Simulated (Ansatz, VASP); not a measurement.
Two plane-wave programs on P

The input INCAR:

```
SYSTEM = P
PREC = Accurate
ENCUT = 500
EDIFF = 1E-6
ISMEAR = 0
SIGMA = 0.1
LREAL = .FALSE.
LASPH = .TRUE.
NELM = 120
ALGO = Normal
ISIF = 2
LWAVE = .FALSE.
LCHARG = .TRUE.
GGA = PE
LELF = .TRUE.
LVHAR = .TRUE.
NBANDS = 14
GGA_COMPAT = .FALSE.
```

Contents of KPOINTS:

```
Automatic mesh
0
G
  6 6 4
  0 0 0
```

The input POSCAR:

```
P
1.0
    3.4599257500      0.0000000000      0.0000000000
   -1.7299628700      2.9963835900      0.0000000000
    0.0000000000      0.0000000000      6.4735731300
P
3
Direct
    0.3333333300      0.6666666700      0.5397331200
    0.0000000000      0.0000000000      0.6581507700
    0.0000000000      0.0000000000      0.2262270900
```

Input for Ansatz:

```yaml
crystal:
  lattice:
    - [3.45992575, 0.0, 0.0]
    - [-1.72996287, 2.99638359, 0.0]
    - [0.0, 0.0, 6.47357313]
  atoms:
    - { symbol: P, position: [0.33333333, 0.66666667, 0.53973312] }
    - { symbol: P, position: [0.0, 0.0, 0.65815077] }
    - { symbol: P, position: [0.0, 0.0, 0.22622709] }
basis:
  ecutwfc: 420
kpoints:
  mp_grid: { grid: [6, 6, 4] }
hamiltonian:
  xc: pbe
scf:
  occupations: { method: gaussian, width: 0.1 }
  lower_state_search: "off"
output:
  forces: true
  stress: true
  eigenvalues: true
```

Alike in both runs: task single point; functional PBE; k mesh 6 × 6 × 4; occupations gaussian, width 0.1 eV; no spin polarisation.

|  | VASP | Ansatz |
| --- | --- | --- |
| version | VASP 6.6.1 | Ansatz 0.2.0 |
| potentials or method | VASP PAW PBE potentials, release 64 (P), cutoff 500 eV | scalar-relativistic, plane waves, PAW |
| valence electrons in the cell | 15 | 15 |

Ansatz gave:

- gap on the k mesh at the Fermi level (eV): none
- pressure (GPa): 2.6
- traceless stress, the component that is largest in VASP (GPa): -4.78
- rms of the force components (eV/Å): 1.345

Problem. Estimate VASP's values.

Solution. gap on the k mesh at the Fermi level (eV): none; pressure (GPa): 2.3; traceless stress, the component that is largest in VASP (GPa): -4.55; rms of the force components (eV/Å): 1.332.

Atom by atom the forces differ by 0.013 eV/Å (rms over components). A gap of «none» marks a metal or a gap that the smearing closes. With one functional, cell and mesh, what is left measures potentials, basis and numerics.
